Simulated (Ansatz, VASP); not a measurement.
One calculation of BaHfO3, two programs

```
Ba Hf O
1.0
     4.16957    0.00000    0.00000
     0.00000    4.16957    0.00000
     0.00000    0.00000    4.17038
Ba Hf O
1 1 3
Cartesian
  2.0848 2.0848 4.1555
  0.0000 0.0000 2.0763
  0.0000 2.0848 2.0806
  2.0848 0.0000 2.0806
  0.0000 0.0000 4.1618
```

Alike in both runs: task relaxation of cell and atoms; functional PBE; k mesh 6 × 6 × 6; occupations gaussian, width 0.02 eV; no spin polarisation.

|  | VASP | Ansatz |
| --- | --- | --- |
| version | VASP 6.6.1 | Ansatz 0.2.0 |
| potentials or method | VASP PAW PBE potentials, release 64 (Ba_sv, Hf_pv, O), cutoff 600 eV | scalar-relativistic, plane waves, PAW |
| valence electrons in the cell | 38 | 54 |

|  | VASP | Ansatz | Ansatz less VASP |
| --- | --- | --- | --- |
| gap on the k mesh at the Fermi level, each at its own relaxed structure (eV) | 3.54 | 3.62 | +0.077 |
| relaxed volume (Å³/atom) | 14.82 | 14.88 | +0.067 |
| relaxed cell length with the largest relative difference (Å) | 4.200 | 4.206 | +0.0063 |

VASP's potentials hold 38 valence electrons a cell and Ansatz's 54, so a difference there can come from the potentials and not from the codes.

Spin-orbit coupling is off throughout.
